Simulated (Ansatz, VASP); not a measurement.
## Na4AlPS4: VASP beside Ansatz

Contents of INCAR:

```
PREC = Accurate
ENCUT = 600
EDIFF = 1E-6
ISMEAR = 0
SIGMA = 0.1
LREAL = False
LASPH = True
NELM = 60
ALGO = Normal
ISIF = 3
LWAVE = False
LCHARG = False
GGA = PE
IBRION = 2
NSW = 100
EDIFFG = -0.01
```

KPOINTS

```
regular mesh
0
Gamma
  6 6 6
```

The input POSCAR:

```
Na4AlPS4
1.0
    0.0000000000      5.1981331135      5.1981331135
    5.1981331135      0.0000000000      5.1981331135
    5.1981331135      5.1981331135      0.0000000000
Na Al P S
4 1 1 4
Direct
    0.6266580038      0.6266580038      0.6266580038
    0.6266580038      0.6266580038      0.1200259885
    0.6266580038      0.1200259885      0.6266580038
    0.1200259885      0.6266580038      0.6266580038
    0.0000000000      0.0000000000      0.0000000000
    0.2500000000      0.2500000000      0.2500000000
    0.1258365385      0.1258365385      0.1258365385
    0.1258365385      0.1258365385      0.6224903845
    0.1258365385      0.6224903845      0.1258365385
    0.6224903845      0.1258365385      0.1258365385
```

Input for Ansatz:

```yaml
crystal:
  lattice:
    - [0.0, 5.1981331135, 5.1981331135]
    - [5.1981331135, 0.0, 5.1981331135]
    - [5.1981331135, 5.1981331135, 0.0]
  atoms:
    - { symbol: Na, position: [0.6266580038, 0.6266580038, 0.6266580038] }
    - { symbol: Na, position: [0.6266580038, 0.6266580038, 0.1200259885] }
    - { symbol: Na, position: [0.6266580038, 0.1200259885, 0.6266580038] }
    - { symbol: Na, position: [0.1200259885, 0.6266580038, 0.6266580038] }
    - { symbol: Al, position: [0.0, 0.0, 0.0] }
    - { symbol: P, position: [0.25, 0.25, 0.25] }
    - { symbol: S, position: [0.1258365385, 0.1258365385, 0.1258365385] }
    - { symbol: S, position: [0.1258365385, 0.1258365385, 0.6224903845] }
    - { symbol: S, position: [0.1258365385, 0.6224903845, 0.1258365385] }
    - { symbol: S, position: [0.6224903845, 0.1258365385, 0.1258365385] }
basis:
  ecutwfc: 420
kpoints:
  mp_grid: { grid: [6, 6, 6] }
hamiltonian:
  xc: pbe
scf:
  occupations: { method: gaussian, width: 0.1 }
output:
  forces: true
  stress: true
  eigenvalues: true
relax:
  adjacent_minimum: "off"
  f_tol: 0.01
  max_steps: 80
  cell: { stress_tol: 0.05 }
```

Alike in both runs: task relaxation of cell and atoms; functional PBE; k mesh 6 × 6 × 6; occupations gaussian, width 0.1 eV; no spin polarisation.

|  | VASP | Ansatz |
| --- | --- | --- |
| version | VASP 6.6.1 | Ansatz 0.2.0 |
| potentials or method | VASP PAW PBE potentials, release 64 (Na_pv, Al, P, S), cutoff 600 eV | scalar-relativistic, plane waves, PAW |
| valence electrons in the cell | 60 | 68 |

Ansatz gave:

* gap on the k mesh at the Fermi level, each at its own relaxed structure (eV): none
* relaxed volume (Å³/atom): 28.42
* relaxed cell length with the largest relative difference (Å): 7.380

Q: Which values does VASP return?

A: gap on the k mesh at the Fermi level, each at its own relaxed structure (eV): none; relaxed volume (Å³/atom): 28.39; relaxed cell length with the largest relative difference (Å): 7.378.

A gap of «none» marks a metal or a gap that the smearing closes. VASP's potentials hold 60 valence electrons a cell and Ansatz's 68, so a difference there can come from the potentials and not from the codes.
